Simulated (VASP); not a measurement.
Runs of VASP 6.6.1 on Rb3ClO. The structure is that of space group Pm-3m (No. 221), or close to it. The cells are those of the table. 

| cell | gap on the mesh (eV) | pressure (GPa) |
| --- | --- | --- |
| a = 5.017 Å, 5 atoms | 0.27 | (a) |
| a = 4.866 Å, 5 atoms | 0.30 | (b) |
| a = 4.673 Å, 5 atoms | 0.38 | 20.8 |
| a = 5.272 Å, 5 atoms | 0.26 | 0.1 |

Alike in all rows: task single point; level LDA; potentials or basis VASP PAW LDA potentials, release 64 (Rb_sv, Cl, O); no spin polarisation; k mesh 4 × 4 × 4; cutoff (eV) 520; smearing gaussian 0.01 eV.

**Question.** Fill in the values left out.

**Answer.** (a) 5.3; (b) 10.4.

A k mesh can miss the band edges, and the runs leave out spin-orbit coupling on Rb.
